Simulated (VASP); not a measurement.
MgO, 4 atoms in the cell. The typed cell holds 4 atoms: a = 3.308 Å, b = 3.308 Å, c = 4.983 Å, α = 90.00°, β = 90.00°, γ = 120.00°. 

* Program: VASP 6.6.1
* Task: single point
* Functional: PBE
* Potentials or basis: VASP PAW PBE potentials, release 64 (Mg, O)
* Cutoff: 520 eV
* k mesh: 12 × 12 × 6
* Occupations: gaussian, width 0.05 eV
* Spin: no spin polarisation
* Dipole correction: no
* Further INCAR settings: ALGO = Normal; EDIFF = 1e-06; NBANDS = 16

Potentials or basis: VASP PAW PBE potentials, release 64 (Mg, O).

Launch:

```console
$ cat potpaw_PBE.64/Mg/POTCAR potpaw_PBE.64/O/POTCAR > POTCAR
$ mpirun -np 1 vasp_std > vasp.out
```

Hardware: 1 thread of Intel(R) Xeon(R) Platinum 8259CL CPU @ 2.50GHz (Skylake/Cascade Lake), on a shared host.

Question: Estimate the wall time of this run.

Answer: Run time: 4.6 min on 1 thread of Intel(R) Xeon(R) Platinum 8259CL CPU @ 2.50GHz (Skylake/Cascade Lake), on a shared host, peak memory 0.42 GiB. Counts: scf iterations 14, k points 436.
